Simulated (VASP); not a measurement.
A run of VASP 6.6.1 is set up as follows.

File INCAR:

```
SYSTEM = ZnS
ALGO     = Normal         ! electronic algorithm
EDIFF    = 1E-7           ! SCF threshold, eV
ENCUT    = 520            ! plane-wave cutoff, eV
GGA      = PE             ! functional
ISIF     = 2              ! what is computed and relaxed
ISMEAR   = 0              ! smearing method
LASPH    = .TRUE.         ! aspherical terms in the spheres
LCHARG   = .FALSE.        ! write CHGCAR
LREAL    = .FALSE.        ! projectors in reciprocal space
LWAVE    = .FALSE.        ! write WAVECAR
NBANDS   = 26             ! bands
NELM     = 100            ! most SCF steps
PREC     = Accurate       ! precision mode
SIGMA    = 0.05           ! smearing width, eV
```

Contents of KPOINTS:

```
k-points
0
G
  12 12 6
  0 0 0
```

POSCAR

```
ZnS
1.0
    3.8109987816      0.0333462393      0.0000000000
   -1.8766207004      3.2837486390      0.0000000000
    0.0000000000      0.0000000000      6.2340000000
Zn S
2 2
Direct
    0.3333333333      0.6666666667      0.0000000000
    0.6666666667      0.3333333333      0.5000000000
    0.3333333333      0.6666666667      0.3850000000
    0.6666666667      0.3333333333      0.8850000000
```

Potentials or basis: VASP PAW PBE potentials, release 64 (Zn, S).

Run with:

```bash
$ cat potpaw_PBE.64/Zn/POTCAR potpaw_PBE.64/S/POTCAR > POTCAR
$ mpirun -np 1 vasp_std > vasp.out
```

Estimate the pressure.

2.5 GPa.

Estimate the largest force.

0.350 eV/Å.

What does it give for the band gap on the k mesh?

2.23 eV.

Forces in eV/Å, atoms in the order of the input:
```
Zn  -0.104  0.003  0.325
Zn   0.104 -0.003  0.325
S   -0.129  0.003 -0.325
S    0.129 -0.003 -0.325
```

Caveat: the cell differs from its parent crystal (strain +0.0175 x Voigt [0, 0, 0, 0, 0, 1]). A k mesh can miss the band edges.
